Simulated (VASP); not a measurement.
Ni:

```
Ni
1.0
     0.00000    1.77165    1.77165
     1.77165    0.00000    1.77165
     1.77165    1.77165    0.00000
Ni
1
Direct
  0.00000 0.00000 0.00000
```

Base run:

| Item | Value |
| --- | --- |
| Program | VASP 6.6.1 |
| Functional | PBEsol |
| Potentials or basis | VASP PAW PBE potentials, release 64 (Ni) |
| Cutoff | 520 eV |
| k mesh | 15 × 15 × 15 |
| Occupations | fermi-dirac, width 0.1 eV |
| Spin | collinear spin, ferromagnetic start |
| Starting moments | [0.72] μB |
| Fixed moment | 0.72 μB |

Its results: pressure -12.4 GPa; net moment 0.72 μB per cell; site moments Ni +0.73 μB.

Q: The run is repeated on the same cell with these changes: fixed moment from 0.72 μB to none; moments at the start from [0.72] to [2.0]. What comes out?

A: Pressure -12.8 GPa; net moment 0.63 μB per cell; site moments Ni +0.64 μB.

Caveats: the PAW data sets were made with another functional, which shifts forces and pressure a little; the total moment is fixed, so each spin has its own Fermi level (some runs).
